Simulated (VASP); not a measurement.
# In3Sb (Pm-3m) in VASP: a series of runs, part 2 of 2

VASP 6.6.1.

### 4 Relaxation of cell and atoms, PBEsol, target pressure 30 GPa, at which the enthalpy is minimised

The input, INCAR:

```
PREC     = Accurate       # precision mode
ENCUT    = 600            # plane-wave cutoff, eV
EDIFF    = 1E-6           # SCF threshold, eV
ISMEAR   = 0              # smearing method
SIGMA    = 0.01           # smearing width, eV
LREAL    = F              # projectors in reciprocal space
LASPH    = T              # aspherical terms in the spheres
NELM     = 100            # most SCF steps
ALGO     = Normal         # electronic algorithm
ISIF     = 3              # what is computed and relaxed
LWAVE    = F              # write WAVECAR
LCHARG   = F              # write CHGCAR
GGA      = PS             # functional
IBRION   = 2              # ionic algorithm
NSW      = 60             # ionic steps
EDIFFG   = -0.03          # ionic threshold
PSTRESS  = 300.0
```

The input, KPOINTS:

```
regular mesh
0
Gamma
  5 5 5
```

The input, POSCAR:

```
In3Sb
1.0
    4.8400000000      0.0000000000      0.0000000000
    0.0000000000      4.8400000000      0.0000000000
    0.0000000000      0.0000000000      4.8400000000
Sb In
1 3
Direct
    0.0000000000      0.0000000000      0.0000000000
    0.0000000000      0.5000000000      0.5000000000
    0.5000000000      0.0000000000      0.5000000000
    0.5000000000      0.5000000000      0.0000000000
```

Potentials or basis: VASP PAW PBE potentials, release 64 (Sb, In_d).

Command:

```sh
> cat potpaw_PBE.64/Sb/POTCAR potpaw_PBE.64/In_d/POTCAR > POTCAR
> mpirun -np 1 vasp_std > vasp.out
```

OUTCAR:

```text
PREC = Accurate
   ENCUT = 600
   EDIFF = 1E-6
   ISMEAR = 0
   LREAL = F
   LASPH = T
   NELM = 100
   ISIF = 3
   GGA = PS
   IBRION = 2
   NSW = 60
   EDIFFG = -0.03
   PSTRESS = 300.0

 ion  position               nearest neighbor table
   1  0.000  0.000  0.000-   2 3.42   3 3.42   4 3.42   2 3.42   3 3.42   2 3.42   4 3.42   2 3.42
                             3 3.42   4 3.42   3 3.42   4 3.42
   2  0.000  0.500  0.500-   1 3.42   3 3.42   4 3.42   1 3.42   4 3.42   1 3.42   3 3.42   1 3.42
                             3 3.42   4 3.42   4 3.42   3 3.42
   3  0.500  0.000  0.500-   1 3.42   2 3.42   4 3.42   1 3.42   4 3.42   2 3.42   4 3.42   4 3.42
                             1 3.42   2 3.42   1 3.42   2 3.42
   4  0.500  0.500  0.000-   1 3.42   2 3.42   3 3.42   2 3.42   3 3.42   1 3.42   3 3.42   3 3.42
                             1 3.42   2 3.42   2 3.42   1 3.42

  LATTYP: Found a simple cubic cell.
 ALAT       =     4.8400000000

  Lattice vectors:

 A1 = (   4.8400000000,   0.0000000000,   0.0000000000)
 A2 = (   0.0000000000,   4.8400000000,   0.0000000000)
 A3 = (   0.0000000000,   0.0000000000,   4.8400000000)

Analysis of symmetry for initial positions (statically):
=====================================================================
 Subroutine PRICEL returns:
 Original cell was already a primitive cell.

 Routine SETGRP: Setting up the symmetry group for a
 simple cubic supercell.

 Subroutine GETGRP returns: Found 48 space group operations
[... 9 lines left out ...]

 Routine SETGRP: Setting up the symmetry group for a
[... 128 lines left out ...]
 Gauss-broadening in eV      SIGMA  =   0.01
  energy-cutoff  :      600.00
  volume of cell :      113.38
 maximum number of plane-waves:      3811
 NGX is ok and might be reduce to    40
   NGX = 19   NGY = 19   NGZ = 19

--------------------------------------- Ionic step        1  -------------------------------------------

 number of electron      43.9999979 magnetization

 Free energy of the ion-electron system (eV)
  ---------------------------------------------------
  ext. energy  EPLUGINS =         0.00000000
  ---------------------------------------------------
  free energy    TOTEN  =       -13.21739360 eV

  energy without entropy =      -13.21534436  energy(sigma->0) =      -13.21636898

 E-fermi :   6.7460     XC(G=0): -10.0373

 val. band max:        6.7429816658   @ k =   0.4000   0.2000   0.2000
 cond. band min:       6.7474624889   @ k =   0.4000   0.4000   0.2000
 fundamental gap:      0.0044808231
 Fermi energy:         6.7460000251

 k-point     1 :       0.0000    0.0000    0.0000
  band No.  band energies     occupation
      1      -7.8400      2.00000
      2      -7.8374      2.00000
      3      -7.8374      2.00000
      4      -7.8374      2.00000
      5      -7.7040      2.00000
      6      -7.7040      2.00000
[... 438 lines left out ...]
--------------------------------------- Ionic step        5  -------------------------------------------

 number of electron      44.0000014 magnetization

 Free energy of the ion-electron system (eV)
  ---------------------------------------------------
  ext. energy  EPLUGINS =         0.00000000
  ---------------------------------------------------
  free energy    TOTEN  =       -11.26953153 eV

  energy without entropy =      -11.26797437  energy(sigma->0) =      -11.26875295

 E-fermi :  12.0073     XC(G=0): -11.8925

 val. band max:       11.9984054119   @ k =   0.4000   0.2000   0.0000
 cond. band min:      12.0084685493   @ k =   0.4000   0.4000   0.2000
 fundamental gap:      0.0100631374
 Fermi energy:        12.0073391731

 k-point     1 :       0.0000    0.0000    0.0000
  band No.  band energies     occupation
      1      -3.6787      2.00000
      2      -3.5619      2.00000
      3      -3.5619      2.00000
      4      -3.5619      2.00000
      5      -3.3197      2.00000
      6      -3.3197      2.00000
[... 314 lines left out ...]
  energy  without entropy=      -11.2679743681  energy(sigma->0) =      -11.26875295

  enthalpy is  TOTEN    =         3.2546286097 eV   P V=       14.5241601413

 reached required accuracy - stopping structural energy minimisation
```

CONTCAR:

```text
In3Sb
   1.00000000000000
     4.2647487653042884    0.0000000000000000    0.0000000000000000
     0.0000000000000000    4.2647487653042884   -0.0000000000000000
     0.0000000000000000    0.0000000000000000    4.2647487653042884
  Sb              In
     1     3
Direct
     0.0000000000000000    0.0000000000000000    0.0000000000000000
     0.0000000000000000    0.5000000000000000    0.5000000000000000
     0.5000000000000000    0.0000000000000000    0.5000000000000000
     0.5000000000000000    0.5000000000000000    0.0000000000000000

  0.00000000E+00  0.00000000E+00  0.00000000E+00
  0.00000000E+00  0.00000000E+00  0.00000000E+00
  0.00000000E+00  0.00000000E+00  0.00000000E+00
  0.00000000E+00  0.00000000E+00  0.00000000E+00
```

Wall time 1.7 min (1 thread of AMD EPYC 7R13 (Zen 3), shared host); peak memory 0.23 GiB.

What came out:

- Free energy: -11.2695 eV
- Relaxed volume: 19.39 Å³/atom
- Relaxed cell: a = 4.265 Å, b = 4.265 Å, c = 4.265 Å, α = 90.00°, β = 90.00°, γ = 90.00°
- Space group after relaxing (to 0.05 Å): Pm-3m (No. 221)
- Energy change on relaxing (the enthalpy is what falls): +487.0 meV/atom
- Ionic steps: 5
- Pressure after relaxing: 30.1 GPa
- Band gap on the k mesh: zero (band 22 reaches 12.84 eV, above the bottom of band 23 at 9.52 eV)

Step by step:
```
step  energy change (eV)  largest force (eV/Å)  pressure (GPa)  volume (Å³)
   1              0.0000                0.0000           -2.04       113.38
   2             30.1725                0.0000          375.86        43.49
   3              1.2214                0.0000           20.93        82.16
   4              1.5368                0.0000           25.05        79.96
   5              1.9479                0.0000           30.10        77.57
```

Final structure:
```xyz
4
Lattice="4.2647 0.0000 0.0000 0.0000 4.2647 0.0000 0.0000 0.0000 4.2647" Properties=species:S:1:pos:R:3 pbc="T T T"
Sb    0.0000    0.0000    0.0000
In    0.0000    2.1324    2.1324
In    2.1324    0.0000    2.1324
In    2.1324    2.1324    0.0000
```

Caveat: the cell is relaxed towards a set pressure, so the enthalpy falls and the energy may rise; the volume moved by over 15 % at a fixed basis, so the end points are rough; the PAW data sets were made with another functional, which shifts forces and pressure a little; spin-orbit coupling is left out, which moves the levels of the heavy elements.

### 5 Summary

```csv
cell,gap on the mesh (eV),pressure (GPa)
relaxed to 10 GPa,none,10.0
relaxed to 20 GPa,none,20.0
relaxed to 30 GPa,none,30.1
```

Alike in all rows: task relaxation of cell and atoms; level PBEsol; potentials or basis VASP PAW PBE potentials, release 64 (Sb, In_d); no spin polarisation; k mesh 5 × 5 × 5; cutoff (eV) 600; smearing gaussian 0.01 eV.

Caveats: the cell is relaxed towards a set pressure, so the enthalpy falls and the energy may rise; the volume moved by over 15 % at a fixed basis, so the end points are rough; the PAW data sets were made with another functional, which shifts forces and pressure a little; spin-orbit coupling is left out, which moves the levels of the heavy elements.

Total energies depend on the potentials used, so only differences within one code and one set of settings carry meaning.
